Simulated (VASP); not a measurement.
# I2 in VASP: further runs, part 2 of 2

VASP 6.6.1. The steps go on from the part before.

## (4) Relaxation of the atoms, LDA

INCAR

```
  PREC = Accurate
  ENCUT = 520
  EDIFF = 1E-6
  ISMEAR = -1
  SIGMA = 0.01
  LREAL = F
  LASPH = T
  NELM = 60
  ALGO = Normal
  ISIF = 2
  LWAVE = F
  LCHARG = F
  GGA = CA
  IBRION = 2
  NSW = 80
  EDIFFG = -0.01
```

KPOINTS

```
Automatic mesh
0
Gamma
  1 1 1
```

POSCAR

```
I
1.0
   12.0000000000      0.0000000000      0.0000000000
    0.0000000000     12.3000000000      0.0000000000
    0.0000000000      0.0000000000     12.6000000000
I
2
Direct
    0.5000000000      0.5000000000      0.3936507937
    0.5000000000      0.5000000000      0.6063492063
```

Potentials or basis: VASP PAW LDA potentials, release 64 (I).

Run with:

```
cat potpaw_LDA.64/I/POTCAR > POTCAR
mpirun -np 1 vasp_gam > vasp.out
```

OUTCAR:

```text
PREC = Accurate
   ENCUT = 520
   EDIFF = 1E-6
   ISMEAR = -1
   LREAL = F
   LASPH = T
   NELM = 60
   ISIF = 2
   GGA = CA
   IBRION = 2
   NSW = 80
   EDIFFG = -0.01

 ion  position               nearest neighbor table
   1  0.500  0.500  0.394-   2 2.68
   2  0.500  0.500  0.606-   1 2.68

  LATTYP: Found a simple orthorhombic cell.
 ALAT       =    12.0000000000
 B/A-ratio  =     1.0250000000
 C/A-ratio  =     1.0500000000

  Lattice vectors:

 A1 = (  12.0000000000,   0.0000000000,   0.0000000000)
 A2 = (   0.0000000000,  12.3000000000,   0.0000000000)
 A3 = (   0.0000000000,   0.0000000000,  12.6000000000)

Analysis of symmetry for initial positions (statically):
=====================================================================
 Subroutine PRICEL returns:
 Original cell was already a primitive cell.

 Routine SETGRP: Setting up the symmetry group for a
 simple orthorhombic supercell.

 Subroutine GETGRP returns: Found  8 space group operations
 (whereof  8 operations were pure point group operations)
 out of a pool of  8 trial point group operations.

The static configuration has the point symmetry D_2h.

Analysis of symmetry for dynamics (positions and initial velocities):
=====================================================================
 Subroutine PRICEL returns:
 Original cell was already a primitive cell.

 Routine SETGRP: Setting up the symmetry group for a
 simple orthorhombic supercell.

 Subroutine GETGRP returns: Found  8 space group operations
 (whereof  8 operations were pure point group operations)
 out of a pool of  8 trial point group operations.

The dynamic configuration has the point symmetry D_2h.

 Subroutine INISYM returns: Found  8 space group operations
 (whereof  8 operations are pure point group operations),
 and found     1 'primitive' translations

----------------------------------------------------------------------------------------

                                     Primitive cell

  volume of cell :    1859.7600

  direct lattice vectors                    reciprocal lattice vectors
    12.000000000  0.000000000  0.000000000     0.083333333  0.000000000  0.000000000
     0.000000000 12.300000000  0.000000000     0.000000000  0.081300813  0.000000000
     0.000000000  0.000000000 12.600000000     0.000000000  0.000000000  0.079365079

  length of vectors
    12.000000000 12.300000000 12.600000000     0.083333333  0.081300813  0.079365079

  position of ions in fractional coordinates (direct lattice)
     0.500000000  0.500000000  0.393650794
     0.500000000  0.500000000  0.606349206

  ion indices of the primitive-cell ions
   primitive index   ion index
                 1           1
                 2           2

----------------------------------------------------------------------------------------

 KPOINTS: Automatic mesh

Automatic generation of k-mesh.
 Grid dimensions read from file:
 generate k-points for:    1    1    1

 Generating k-lattice:

  Cartesian coordinates                     Fractional coordinates (reciprocal lattice)
     0.083333333  0.000000000  0.000000000     1.000000000  0.000000000  0.000000000
     0.000000000  0.081300813  0.000000000     0.000000000  1.000000000  0.000000000
     0.000000000  0.000000000  0.079365079     0.000000000  0.000000000  1.000000000

  Length of vectors
     0.083333333  0.081300813  0.079365079

  Shift w.r.t. Gamma in fractional coordinates (k-lattice)
     0.000000000  0.000000000  0.000000000

 Subroutine IBZKPT returns following result:
 ===========================================

 Found      1 irreducible k-points:

 Following reciprocal coordinates:
            Coordinates               Weight
  0.000000  0.000000  0.000000      1.000000
   k-points           NKPTS =      1   k-points in BZ     NKDIM =      1   number of bands    NBANDS=     11
   number of dos      NEDOS =    301   number of ions     NIONS =      2
   total plane-waves  NPLWV = 829440
   dimension x,y,z NGX =    90 NGY =   96 NGZ =   96
   dimension x,y,z NGXF=   180 NGYF=  192 NGZF=  192
   ions per type =               2
   NGX,Y,Z   is equivalent  to a cutoff of  12.47, 12.98, 12.67 a.u.
   NGXF,Y,Z  is equivalent  to a cutoff of  24.94, 25.95, 25.33 a.u.
 SYSTEM =  unknown system
   PREC   = accura    normal or accurate (medium, high low for compatibility)
   ISTART =      0    job   : 0-new  1-cont  2-samecut
   ICHARG =      2    charge: 1-file 2-atom 10-const
   ISPIN  =      1    spin polarized calculation?
   LNONCOLLINEAR =      F non collinear calculations
   LSORBIT =      F    spin-orbit coupling
   LASPH  =      T    aspherical Exc in radial PAW
   ENCUT  =  520.0 eV  38.22 Ry    6.18 a.u.  22.31 22.87 23.43*2*pi/ulx,y,z
   NELM   =     60;   NELMIN=  2; NELMDL= -5     # of ELM steps
   EDIFF  = 0.1E-05   stopping-criterion for ELM
   LREAL  =      F    real-space projection
   EDIFFG = -.1E-01   stopping-criterion for IOM
   NSW    =     80    number of steps for IOM
   IBRION =      2    ionic relax: 0-MD 1-quasi-New 2-CG
   NFREE  =      1    steps in history (QN), initial steepest desc. (CG)
   ISIF   =      2    stress and relaxation
   ISYM   =      2    0-nonsym 1-usesym 2-fastsym
   POTIM  = 0.5000    time-step for ionic-motion
   TEBEG  =    0.0;   TEEND  =   0.0 temperature during run
   PSTRESS=    0.0 pullay stress
   NELECT =      14.0000    total number of electrons
   NUPDOWN=      -1.0000    fix difference up-down
   EMIN   =  10.00;   EMAX   =-10.00  energy-range for DOS
   EFERMI =   0.00;   METHOD = LEGACY
   ISMEAR =    -1;   SIGMA  =   0.01  broadening in eV -4-tet -1-fermi 0-gaus
   EFERMI_NEDOS =   21; number of points for ismear=-14 and -15
   IALGO  =     38    algorithm
   IMIX   =      4    mixing-type and parameters
     AMIX     =   0.40;   BMIX     =  1.00
     AMIX_MAG =   1.60;   BMIX_MAG =  1.00
  volume/ion in A,a.u.               =     929.88      6275.14
  Fermi-wavevector in a.u.,A,eV,Ry     =   0.320847  0.606314  1.400625  0.102943
  Thomas-Fermi vector in A             =   1.207823
   LORBIT       =      0    0 simple, 1 ext, 2 COOP (PROOUT), +10 PAW based schemes
   GGA     = CA    functional components
   LHFCALC =     F    Hartree Fock is set to
   AEXX    =    0.0000 exact exchange contribution
   IVDW    =     0    specifies the selected vdW correction
   LEPSILON=     F    determine dielectric tensor
   LRPA    =     F    only Hartree local field effects (RPA)
 conjugate gradient relaxation of ions
 non-spin polarized calculation
  energy-cutoff  :      520.00
  volume of cell :     1859.76
 maximum number of plane-waves:     25042
 NGX is ok and might be reduce to    90
   NGX = 45   NGY = 45   NGZ = 47

--------------------------------------- Ionic step        1  -------------------------------------------

 number of electron      14.0000003 magnetization

 Free energy of the ion-electron system (eV)
  ---------------------------------------------------
  ext. energy  EPLUGINS =         0.00000000
  ---------------------------------------------------
  free energy    TOTEN  =        -2.98844149 eV

  energy without entropy =       -2.98844149  energy(sigma->0) =       -2.98844149

------------------------ aborting loop because EDIFF is reached ----------------------------------------

  FORCE on cell =-STRESS in cart. coord.  units (eV):
  Direction    XX          YY          ZZ          XY          YZ          ZX
  --------------------------------------------------------------------------------------
  -------------------------------------------------------------------------------------
  Total       -0.0000206     -0.0003107     -1.0485163     -0.0000000      0.0000000      0.0000000
  in kB       -0.0000177     -0.0002676     -0.9032935     -0.0000000      0.0000000      0.0000000
  external PRESSURE =      -0.3011929 kB  Pullay stress =       0.0000000 kB
[... 57 lines left out ...]
  energy  without entropy=       -2.9954613543  energy(sigma->0) =       -2.99546135

--------------------------------------- Ionic step        3  -------------------------------------------

 number of electron      14.0000002 magnetization

 Free energy of the ion-electron system (eV)
  ---------------------------------------------------
  ext. energy  EPLUGINS =         0.00000000
  ---------------------------------------------------
  free energy    TOTEN  =        -2.99550476 eV

  energy without entropy =       -2.99550476  energy(sigma->0) =       -2.99550476

 E-fermi :  -5.7267     XC(G=0):  -0.7650

 val. band max:       -6.0151709134   @ k =   0.0000   0.0000   0.0000
 cond. band min:      -4.1597070771   @ k =   0.0000   0.0000   0.0000
 fundamental gap:      1.8554638362
 Fermi energy:        -5.7266752906

 k-point     1 :       0.0000    0.0000    0.0000
  band No.  band energies     occupation
      1     -18.7998      2.00000
      2     -16.4602      2.00000
      3      -9.4681      2.00000
      4      -7.7163      2.00000
      5      -7.7163      2.00000
      6      -6.0152      2.00000
      7      -6.0152      2.00000
      8      -4.1597      0.00000
      9      -0.3640      0.00000
     10       0.5713      0.00000
     11       0.7479      0.00000
[... 27 lines left out ...]
  FREE ENERGIE OF THE ION-ELECTRON SYSTEM (eV)
  ---------------------------------------------------
  free  energy   TOTEN  =        -2.9955047634 eV

  energy  without entropy=       -2.9955047634  energy(sigma->0) =       -2.99550476

 reached required accuracy - stopping structural energy minimisation
```

CONTCAR:

```text
I
   1.00000000000000
    12.0000000000000000    0.0000000000000000    0.0000000000000000
     0.0000000000000000   12.3000000000000007    0.0000000000000000
     0.0000000000000000    0.0000000000000000   12.5999999999999996
  I
     2
Direct
     0.5000000000000000    0.5000000000000000    0.3950469060302956
     0.5000000000000000    0.5000000000000000    0.6049530939697044

  0.00000000E+00  0.00000000E+00  0.00000000E+00
  0.00000000E+00  0.00000000E+00  0.00000000E+00
```

It took 1.7 min on 1 thread of Intel Xeon Platinum 8259CL at 2.50GHz (Skylake/Cascade Lake), shared host; peak memory 0.82 GiB.

Results:

* Free energy: -2.9955 eV
* Energy gained by relaxing: 3.5 meV/atom
* Ionic steps: 3
* Gap between the frontier levels: 1.86 eV

Step by step:
```csv
step,energy change (eV),largest force (eV/Å),pressure (GPa)
1,0.0000,0.3922,-0.03
2,-0.0070,0.0319,0.00
3,-0.0071,0.0003,0.00
```

Final structure:
```cif
data_structure
_symmetry_space_group_name_H-M 'P 1'
_symmetry_Int_Tables_number 1
_cell_length_a 12.0000
_cell_length_b 12.3000
_cell_length_c 12.6000
_cell_angle_alpha 90.000
_cell_angle_beta 90.000
_cell_angle_gamma 90.000
_cell_volume 1859.76
loop_
_atom_site_label
_atom_site_type_symbol
_atom_site_fract_x
_atom_site_fract_y
_atom_site_fract_z
_atom_site_occupancy
I1 I 0.50000 0.50000 0.39505 1
I2 I 0.50000 0.50000 0.60495 1
```

Caveat: spin-orbit coupling is left out, which moves the levels of the heavy elements.

## (5) Single point, LDA, non-collinear spin, zero start, spin-orbit coupling

INCAR

```
SYSTEM = I
  PREC = Accurate
  ENCUT = 520
  EDIFF = 1E-6
  ISMEAR = -1
  SIGMA = 0.01
  LREAL = .False.
  LASPH = .True.
  NELM = 150
  ALGO = Normal
  ISIF = 2
  LWAVE = .False.
  LCHARG = .False.
  MAGMOM = 0 0 0 0 0 0
  LORBIT = 11
  LSORBIT = .True.
  GGA_COMPAT = .False.
  LORBMOM = .True.
  NBANDS = 26
```

KPOINTS

```
Automatic mesh
0
Gamma
  1 1 1
  0 0 0
```

POSCAR

```
I
1.0
   12.0000000000      0.0000000000      0.0000000000
    0.0000000000     12.3000000000      0.0000000000
    0.0000000000      0.0000000000     12.6000000000
I
2
Direct
    0.5000000000      0.5000000000      0.3950644160
    0.5000000000      0.5000000000      0.6049355840
```

Run with:

```
cat potpaw_LDA.64/I/POTCAR > POTCAR
mpirun -np 1 vasp_ncl > vasp.out
```

It took 7.1 min on 1 thread of Intel Xeon Platinum 8259CL at 2.50GHz (Skylake/Cascade Lake), shared host; peak memory 2.8 GiB.

Results (log left out):

```yaml
Free_energy: -3.3095 eV
Largest_force: 0.206 eV/Å
Net_moment: 0.00 μB per cell
Valence_electrons_inside_the_program's_atomic_spheres: I 4.25
```

Forces in eV/Å, atoms in the order of the input:
```
I    0.000  0.000 -0.206
I    0.000  0.000  0.206
```

Moments on the atoms (μB; x, y, z):
```
I   0.00 0.00 0.00
I   0.00 0.00 0.00
```

## (6) The runs side by side

```tsv
task	spin	cell	gap on the mesh (eV)	largest force (eV/Å)
single point	off	as given, atomic positions A	1.86	0.01
relaxation of the atoms	off	atoms relaxed, atomic positions B	1.86	-
single point	non-collinear, zero start, SOC	as given, atomic positions A	-	0.21
```

Alike in all rows: level LDA; potentials or basis VASP PAW LDA potentials, release 64 (I); k mesh 1 × 1 × 1; cutoff (eV) 520; smearing fermi-dirac 0.01 eV.

Caveats: spin-orbit coupling is left out, which moves the levels of the heavy elements (at least some runs).

Absolute energies hang on the potentials; compare differences alone.
